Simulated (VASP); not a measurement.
# I (Fm-3m) in VASP: a series of runs

The runs below take I through single point, with PBEsol, LDA.

Everything below comes from runs of VASP 6.6.1. Logs are shortened: lines on timing, memory, paths and dates and some standing lists are left out, and cuts for length are marked.

## (1) The cell of the first run

Symmetry: Fm-3m, No. 225, cubic system. Conventional cell: a = 3.955 Å, b = 3.955 Å, c = 3.955 Å, α = 90.00°, β = 90.00°, γ = 90.00°. I (site symmetry m-3m) has 12 I at 2.80 Å within 3.7 Å.

## (2) Single point, PBEsol

INCAR reads:

```
PREC     = Accurate       # precision mode
ENCUT    = 520            # plane-wave cutoff, eV
EDIFF    = 1E-6           # SCF threshold, eV
ISMEAR   = -1             # smearing method
SIGMA    = 0.05           # smearing width, eV
LREAL    = False          # projectors in reciprocal space
LASPH    = True           # aspherical terms in the spheres
NELM     = 100            # most SCF steps
ALGO     = Normal         # electronic algorithm
ISIF     = 2              # what is computed and relaxed
LWAVE    = False          # write WAVECAR
LCHARG   = False          # write CHGCAR
GGA      = PS             # functional
NBANDS   = 10             # bands
```

KPOINTS reads:

```
Automatic mesh
0
Gamma
  14 14 14
```

POSCAR reads:

```
I
1.0
    0.0000000000      1.9777200153      1.9777200153
    1.9777200153      0.0000000000      1.9777200153
    1.9777200153      1.9777200153      0.0000000000
I
1
Direct
    0.0000000000      0.0000000000      0.0000000000
```

Potentials or basis: VASP PAW PBE potentials, release 64 (I).

Command:

```console
> cat potpaw_PBE.64/I/POTCAR > POTCAR
> mpirun -np 1 vasp_std > vasp.out
```

OUTCAR:

```text
PREC = Accurate
   ENCUT = 520
   EDIFF = 1E-6
   ISMEAR = -1
   LREAL = False
   LASPH = True
   NELM = 100
   ISIF = 2
   GGA = PS

 ion  position               nearest neighbor table
   1  0.000  0.000  0.000-

  LATTYP: Found a face centered cubic cell.
 ALAT       =     3.9554400306

  Lattice vectors:

 A1 = (   0.0000000000,   1.9777200153,   1.9777200153)
 A2 = (   1.9777200153,   0.0000000000,   1.9777200153)
 A3 = (   1.9777200153,   1.9777200153,   0.0000000000)

Analysis of symmetry for initial positions (statically):
=====================================================================
 Subroutine PRICEL returns:
 Original cell was already a primitive cell.

 Routine SETGRP: Setting up the symmetry group for a
 face centered cubic supercell.

 Subroutine GETGRP returns: Found 48 space group operations
 (whereof 48 operations were pure point group operations)
 out of a pool of 48 trial point group operations.

The static configuration has the point symmetry O_h .

Analysis of symmetry for dynamics (positions and initial velocities):
=====================================================================
 Subroutine PRICEL returns:
 Original cell was already a primitive cell.

 Routine SETGRP: Setting up the symmetry group for a
 face centered cubic supercell.

 Subroutine GETGRP returns: Found 48 space group operations
 (whereof 48 operations were pure point group operations)
 out of a pool of 48 trial point group operations.

The dynamic configuration has the point symmetry O_h .

 Subroutine INISYM returns: Found 48 space group operations
 (whereof 48 operations are pure point group operations),
 and found     1 'primitive' translations

----------------------------------------------------------------------------------------

                                     Primitive cell

  volume of cell :      15.4712

  direct lattice vectors                    reciprocal lattice vectors
     0.000000000  1.977720015  1.977720015    -0.252816372  0.252816372  0.252816372
     1.977720015  0.000000000  1.977720015     0.252816372 -0.252816372  0.252816372
     1.977720015  1.977720015  0.000000000     0.252816372  0.252816372 -0.252816372

  length of vectors
     2.796918468  2.796918468  2.796918468     0.437890802  0.437890802  0.437890802

  position of ions in fractional coordinates (direct lattice)
     0.000000000  0.000000000  0.000000000

  ion indices of the primitive-cell ions
   primitive index   ion index
                 1           1

----------------------------------------------------------------------------------------

 KPOINTS: Automatic mesh

Automatic generation of k-mesh.
 Grid dimensions read from file:
 generate k-points for:   14   14   14

 Generating k-lattice:

  Cartesian coordinates                     Fractional coordinates (reciprocal lattice)
    -0.018058312  0.018058312  0.018058312     0.071428571  0.000000000  0.000000000
     0.018058312 -0.018058312  0.018058312     0.000000000  0.071428571  0.000000000
     0.018058312  0.018058312 -0.018058312     0.000000000  0.000000000  0.071428571

  Length of vectors
     0.031277914  0.031277914  0.031277914

  Shift w.r.t. Gamma in fractional coordinates (k-lattice)
     0.000000000  0.000000000  0.000000000

 Subroutine IBZKPT returns following result:
 ===========================================

 Found    104 irreducible k-points:

 Following reciprocal coordinates:
            Coordinates               Weight
  0.000000  0.000000  0.000000      1.000000
  0.071429  0.000000  0.000000      8.000000
  0.142857  0.000000  0.000000      8.000000
  0.214286  0.000000  0.000000      8.000000
  0.285714  0.000000  0.000000      8.000000
  0.357143  0.000000  0.000000      8.000000
[... 16 lines left out ...]
  0.214286  0.142857  0.000000     24.000000
  0.285714  0.142857  0.000000     24.000000
 [... further k-points ...]
   k-points           NKPTS =    104   k-points in BZ     NKDIM =    104   number of bands    NBANDS=     10
   number of dos      NEDOS =    301   number of ions     NIONS =      1
   total plane-waves  NPLWV =  13824
   dimension x,y,z NGX =    24 NGY =   24 NGZ =   24
   dimension x,y,z NGXF=    48 NGYF=   48 NGZF=   48
   ions per type =               1
   NGX,Y,Z   is equivalent  to a cutoff of  14.27, 14.27, 14.27 a.u.
   NGXF,Y,Z  is equivalent  to a cutoff of  28.53, 28.53, 28.53 a.u.
 SYSTEM =  unknown system
   PREC   = accura    normal or accurate (medium, high low for compatibility)
   ISTART =      0    job   : 0-new  1-cont  2-samecut
   ICHARG =      2    charge: 1-file 2-atom 10-const
   ISPIN  =      1    spin polarized calculation?
   LNONCOLLINEAR =      F non collinear calculations
   LSORBIT =      F    spin-orbit coupling
   LASPH  =      T    aspherical Exc in radial PAW
   ENCUT  =  520.0 eV  38.22 Ry    6.18 a.u.   5.20  5.20  5.20*2*pi/ulx,y,z
   NELM   =    100;   NELMIN=  2; NELMDL= -5     # of ELM steps
   EDIFF  = 0.1E-05   stopping-criterion for ELM
   LREAL  =      F    real-space projection
   EDIFFG = 0.1E-04   stopping-criterion for IOM
   NSW    =      0    number of steps for IOM
   IBRION =     -1    ionic relax: 0-MD 1-quasi-New 2-CG
   NFREE  =      0    steps in history (QN), initial steepest desc. (CG)
   ISIF   =      2    stress and relaxation
   ISYM   =      2    0-nonsym 1-usesym 2-fastsym
   POTIM  = 0.5000    time-step for ionic-motion
   TEBEG  =    0.0;   TEEND  =   0.0 temperature during run
   PSTRESS=    0.0 pullay stress
   NELECT =       7.0000    total number of electrons
   NUPDOWN=      -1.0000    fix difference up-down
   EMIN   =  10.00;   EMAX   =-10.00  energy-range for DOS
   EFERMI =   0.00;   METHOD = LEGACY
   ISMEAR =    -1;   SIGMA  =   0.05  broadening in eV -4-tet -1-fermi 0-gaus
   EFERMI_NEDOS =   21; number of points for ismear=-14 and -15
   IALGO  =     38    algorithm
   IMIX   =      4    mixing-type and parameters
     AMIX     =   0.40;   BMIX     =  1.00
     AMIX_MAG =   1.60;   BMIX_MAG =  1.00
  volume/ion in A,a.u.               =      15.47       104.40
  Fermi-wavevector in a.u.,A,eV,Ry     =   1.256800  2.375007 21.491018  1.579545
  Thomas-Fermi vector in A             =   2.390490
   LORBIT       =      0    0 simple, 1 ext, 2 COOP (PROOUT), +10 PAW based schemes
   GGA     = PS    functional components
   LHFCALC =     F    Hartree Fock is set to
   AEXX    =    0.0000 exact exchange contribution
   IVDW    =     0    specifies the selected vdW correction
   LEPSILON=     F    determine dielectric tensor
   LRPA    =     F    only Hartree local field effects (RPA)
 non-spin polarized calculation
  energy-cutoff  :      520.00
  volume of cell :       15.47
 maximum number of plane-waves:       444
 NGX is ok and might be reduce to    24
   NGX = 11   NGY = 11   NGZ = 11

 number of electron       7.0000000 magnetization

 Free energy of the ion-electron system (eV)
  ---------------------------------------------------
  ext. energy  EPLUGINS =         0.00000000
  ---------------------------------------------------
  free energy    TOTEN  =         2.33969135 eV

  energy without entropy =        2.34476856  energy(sigma->0) =        2.34222996

 E-fermi :  19.6122     XC(G=0): -13.1833

 val. band max:       19.5885371416   @ k =   0.2857   0.1429   0.0000
 cond. band min:      19.6164842461   @ k =  -0.2857   0.2143   0.0714
 fundamental gap:      0.0279471045
 Fermi energy:        19.6122110194

 k-point     1 :       0.0000    0.0000    0.0000
  band No.  band energies     occupation
      1      -3.1492      2.00000
      2      23.9823      0.00000
      3      23.9823      0.00000
      4      23.9823      0.00000
      5      27.6751      0.00000
      6      28.9818      0.00000
      7      28.9818      0.00000
      8      28.9818      0.00000
      9      34.9575      0.00000
     10      35.1683      0.00000

 k-point     2 :       0.0714    0.0000    0.0000
  band No.  band energies     occupation
      1      -2.9951      2.00000
      2      22.3467      0.00000
      3      23.7175      0.00000
      4      23.7175      0.00000
      5      26.9955      0.00000
      6      29.3979      0.00000
      7      29.3979      0.00000
      8      31.0129      0.00000
      9      33.7803      0.00000
     10      33.7843      0.00000

 k-point     3 :       0.1429    0.0000    0.0000
  band No.  band energies     occupation
      1      -2.5329      2.00000
      2      19.2361      1.99892
      3      23.1213      0.00000
      4      23.1213      0.00000
      5      26.7428      0.00000
      6      30.3089      0.00000
      7      30.3089      0.00000
      8      32.3250      0.00000
      9      32.3250      0.00000
     10      32.7624      0.00000

 k-point     4 :       0.2143    0.0000    0.0000
  band No.  band energies     occupation
      1      -1.7647      2.00000
      2      15.9765      2.00000
      3      22.4638      0.00000
      4      22.4638      0.00000
      5      26.6610      0.00000
      6      30.1513      0.00000
      7      30.1513      0.00000
      8      31.4067      0.00000
      9      32.5916      0.00000
     10      32.5916      0.00000
[... 222 lines left out ...]
 k-point    22 :       0.1429    0.1429    0.0000
  band No.  band energies     occupation
      1      -2.3270      2.00000
      2      21.0496      0.00000
      3      21.0496      0.00000
      4      21.6748      0.00000
      5      24.6263      0.00000
      6      28.1510      0.00000
      7      32.7643      0.00000
      8      32.7643      0.00000
      9      33.3796      0.00000
     10      36.1141      0.00000

 k-point    23 :       0.2143    0.1429    0.0000
  band No.  band energies     occupation
      1      -1.7628      2.00000
      2      18.4031      2.00000
      3      20.2019      0.00002
      4      21.3726      0.00000
      5      24.7156      0.00000
      6      26.8546      0.00000
      7      32.8245      0.00000
      8      33.8932      0.00000
      9      35.1559      0.00000
     10      35.4218      0.00000

 k-point    24 :       0.2857    0.1429    0.0000
  band No.  band energies     occupation
      1      -0.8950      2.00000
      2      15.2995      2.00000
      3      19.5885      1.23241
      4      20.5471      0.00000
      5      24.7155      0.00000
      6      27.3312      0.00000
      7      32.6654      0.00000
      8      33.0267      0.00000
      9      34.4049      0.00000
     10      36.2583      0.00000

 [... further k-points ...]
[... 5 lines left out ...]
  --------------------------------------------------------------------------------------
  -------------------------------------------------------------------------------------
  Total       14.1161272     14.1161272     14.1161272      0.0000000     -0.0000000      0.0000000
  in kB     1461.8463368   1461.8463368   1461.8463368      0.0000000     -0.0000000      0.0000000
  external PRESSURE =    1461.8463368 kB  Pullay stress =       0.0000000 kB

 VOLUME and BASIS-vectors are now :
 -----------------------------------------------------------------------------
  energy-cutoff  :      520.00
  volume of cell :       15.47
      direct lattice vectors                 reciprocal lattice vectors
     0.000000000  1.977720015  1.977720015    -0.252816372  0.252816372  0.252816372
     1.977720015  0.000000000  1.977720015     0.252816372 -0.252816372  0.252816372
     1.977720015  1.977720015  0.000000000     0.252816372  0.252816372 -0.252816372

 POSITION                                       TOTAL-FORCE (eV/Angst)
 -----------------------------------------------------------------------------------
      0.00000      0.00000      0.00000         0.000000     -0.000000     -0.000000
 -----------------------------------------------------------------------------------
    total drift:                                0.000000     -0.000000     -0.000000

  FREE ENERGIE OF THE ION-ELECTRON SYSTEM (eV)
  ---------------------------------------------------
  free  energy   TOTEN  =         2.3396913491 eV

  energy  without entropy=        2.3447685646  energy(sigma->0) =        2.34222996
```

Run time: 4.9 s. Hardware: 1 thread of Intel Xeon 6975P-C (Granite Rapids), shared host; peak memory 0.15 GiB.

Results:

* Free energy: 2.3397 eV
* Pressure: 146.2 GPa

Caveat: the PAW data sets were made with another functional, which shifts forces and pressure a little; spin-orbit coupling is left out, which moves the levels of the heavy elements; an odd number of electrons without spin polarisation forces a metal; a magnetic or distorted state may lie lower.

## (3) Single point, LDA (volume scaled by 0.6)

INCAR reads:

```
SYSTEM = I
PREC = Accurate
ENCUT = 520
EDIFF = 1E-6
ISMEAR = -1
SIGMA = 0.05
LREAL = .FALSE.
LASPH = .TRUE.
NELM = 100
ALGO = Normal
ISIF = 2
LWAVE = .FALSE.
LCHARG = .TRUE.
GGA = CA
LELF = .TRUE.
LVHAR = .TRUE.
NBANDS = 10
```

KPOINTS reads:

```
Automatic mesh
0
G
  14 14 14
  0 0 0
```

POSCAR reads:

```
I
1.0
    0.0000000000      2.1016411218      2.1016411218
    2.1016411218      0.0000000000      2.1016411218
    2.1016411218      2.1016411218      0.0000000000
I
1
Direct
    0.0000000000      0.0000000000      0.0000000000
```

Potentials or basis: VASP PAW LDA potentials, release 64 (I).

Command:

```console
> cat potpaw_LDA.64/I/POTCAR > POTCAR
> mpirun -np 1 vasp_std > vasp.out
```

It took 4.9 s on 1 thread of Intel Xeon 6975P-C (Granite Rapids), shared host; peak memory 0.14 GiB.

Results (log left out):

| Item | Value |
| --- | --- |
| Free energy | -0.0756 eV |
| Pressure | 68.9 GPa |

Levels at points of the mesh, in eV from the Fermi level:
```csv
k point,band 1,band 2,band 3,band 4,band 5,band 6,band 7,band 8,band 9
"(0.00, 0.00, 0.00)",-19.88,3.19,3.19,3.19,9.35,9.45,9.45,9.45,13.17
"(0.50, 0.00, 0.00)",-15.06,-10.78,1.01,1.01,7.50,8.37,8.37,8.83,19.34
"(0.50, 0.50, 0.00)",-12.94,-9.70,-3.07,-3.07,2.28,2.54,20.01,21.68,22.13
```

Caveat: spin-orbit coupling is left out, which moves the levels of the heavy elements; an odd number of electrons without spin polarisation forces a metal; a magnetic or distorted state may lie lower.
